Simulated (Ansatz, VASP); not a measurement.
## Two plane-wave programs on ZrS

File POSCAR:

```
ZrS
1.0
    0.0000000000      2.6908384368      2.5732775342
    2.6908384368      0.0000000000      2.5732775342
    2.6908384368      2.6908384368      0.0000000000
Zr S
1 1
Direct
    0.0000000000      0.0000000000      0.0000000000
    0.5000000000      0.5000000000      0.5000000000
```

INCAR.step1

```
  PREC = Accurate
  ENCUT = 520
  ISMEAR = 0
  SIGMA = 0.15
  LREAL = False
  LASPH = True
  NELM = 100
  NBANDS = 16
  GGA = PE
  ALGO = Normal
  EDIFF = 1E-4
  LWAVE = True
  LCHARG = False
```

File INCAR.step2:

```
  PREC = Accurate
  ENCUT = 520
  EDIFF = 1E-6
  ISMEAR = 0
  SIGMA = 0.15
  LREAL = False
  LASPH = True
  NELM = 100
  ALGO = Normal
  ISIF = 2
  LWAVE = False
  LCHARG = False
  METAGGA = R2SCAN
  LMIXTAU = True
  NBANDS = 16
  ISTART = 1
```

The input KPOINTS:

```
Automatic mesh
0
Gamma
  20 20 20
```

Input for Ansatz:

```yaml
crystal:
  lattice:
    - [0.0, 2.6908384368, 2.5732775342]
    - [2.6908384368, 0.0, 2.5732775342]
    - [2.6908384368, 2.6908384368, 0.0]
  atoms:
    - { symbol: Zr, position: [0.0, 0.0, 0.0] }
    - { symbol: S, position: [0.5, 0.5, 0.5] }
basis:
  ecutwfc: 500
kpoints:
  mp_grid: { grid: [20, 20, 20] }
hamiltonian:
  xc: r2scan
scf:
  occupations: { method: gaussian, width: 0.15 }
output:
  forces: true
  stress: true
  eigenvalues: true
```

Change from the starting cell: strain +0.030 along x and y, -0.015 along z, atoms carried along.

Alike in both runs: task single point; functional r2SCAN; k mesh 20 × 20 × 20; occupations gaussian, width 0.15 eV; no spin polarisation.

```csv
,VASP,Ansatz
version,VASP 6.6.1,Ansatz 0.2.0
potentials or method,"VASP PAW PBE potentials, release 64 (Zr_sv, S), cutoff 520 eV","scalar-relativistic, plane waves, PAW"
valence electrons in the cell,18,18
```

VASP gave:

- gap on the k mesh at the Fermi level (eV): none
- pressure (GPa): -5.0
- traceless stress, the component that is largest in VASP (GPa): 7.50

**Question.** Estimate Ansatz's values.

**Answer.** gap on the k mesh at the Fermi level (eV): none; pressure (GPa): -4.9; traceless stress, the component that is largest in VASP (GPa): 7.47.

VASP's potentials were made for PBE, not for r2SCAN. A gap of «none» marks a metal or a gap that the smearing closes.
